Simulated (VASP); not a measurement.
Set up this calculation in VASP 6.6.1, as the native input.

- Task: single point
- Functional: revPBE
- Potentials or basis: VASP PAW PBE potentials, release 64 (Sc_sv)
- Cutoff: 520 eV
- k mesh: 12 × 12 × 12
- Occupations: fermi-dirac, width 0.1 eV
- Spin: no spin polarisation
- Dipole correction: no
- Further INCAR settings: ALGO = Normal; EDIFF = 1e-06; NBANDS = 12

The structure of Sc lies in POSCAR:

```
Sc
1.0
    2.9675241045      0.0000000000      0.0000000000
    0.0000000000      2.9675241045      0.0000000000
    0.0000000000      0.0000000000      2.9675241045
Sc
1
Direct
    0.0000000000      0.0000000000      0.0000000000
```

This cell differs from its parent crystal: volume scaled by 0.96.

The input as run:

INCAR

```
ALGO = Normal
EDIFF = 1E-6
ENCUT = 520
GGA = RE
ISIF = 2
ISMEAR = -1
LASPH = T
LCHARG = F
LREAL = F
LWAVE = F
NBANDS = 12
NELM = 60
PREC = Accurate
SIGMA = 0.1
```

KPOINTS

```
k-points
0
Gamma
  12 12 12
```

Potentials or basis: VASP PAW PBE potentials, release 64 (Sc_sv).

The run is started by

```sh
$ cat potpaw_PBE.64/Sc_sv/POTCAR > POTCAR
$ mpirun -np 1 vasp_std > vasp.out
```

It gave:

| Property | Result |
| --- | --- |
| Pressure | 1.5 GPa |

Caveat: the PAW data sets were made with another functional, which shifts forces and pressure a little.

Run time: 14 s on 1 thread of Intel Xeon 6975P-C (shared host), peak memory 0.15 GiB.
